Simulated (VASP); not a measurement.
## P: relaxation of cell and atoms with PBE

The system is P.

```
P
1.0
     0.00000    1.95743    1.95743
     1.95743    0.00000    1.95743
     1.95743    1.95743    0.00000
P
1
Cartesian
  0.0000 0.0000 0.0000
```

| Quantity | Value |
| --- | --- |
| Program | VASP 6.6.1 |
| Task | relaxation of cell and atoms |
| Functional | PBE |
| Potentials or basis | VASP PAW PBE potentials, release 64 (P) |
| Cutoff | 600 eV |
| k mesh | 17 × 17 × 17 |
| Occupations | fermi-dirac, width 0.05 eV |
| Spin | no spin polarisation |
| Dipole correction | no |
| Further INCAR settings | ALGO = Normal; EDIFF = 1e-06; IBRION = 2; EDIFFG = -0.005; NSW = 60; ISIF = 3 |

* Relaxed volume: 14.46 Å³/atom
* Relaxed cell: a = 2.735 Å, b = 2.735 Å, c = 2.735 Å, α = 60.00°, β = 60.00°, γ = 60.00°
* Space group after relaxing (to 0.05 Å): Fm-3m (No. 225)
* Energy gained by relaxing: 4.8 meV/atom
* Ionic steps: 3
* Pressure after relaxing: 0.0 GPa

Step by step:
| step | energy change (eV) | largest force (eV/Å) | pressure (GPa) | volume (Å³) |
| --- | --- | --- | --- | --- |
| 1 | 0.0000 | 0.0000 | -2.80 | 15.00 |
| 2 | -0.0048 | 0.0000 | 0.13 | 14.44 |
| 3 | -0.0048 | 0.0000 | 0.00 | 14.46 |

Final structure:
```
P
1.0
     0.00000    1.93367    1.93367
     1.93367    0.00000    1.93367
     1.93367    1.93367    0.00000
P
1
Direct
  0.00000 0.00000 0.00000
```

Levels at points of the mesh, in eV from the Fermi level:
```csv
k point,band 1,band 2,band 3,band 4,band 5,band 6
"(0.00, 0.00, 0.00)",-16.44,6.79,6.79,6.79,11.40,11.40
```

Run time: 11 s on 1 thread of Intel(R) Xeon(R) Platinum 8488C (Sapphire Rapids), with other jobs on the host, peak memory 0.14 GiB.
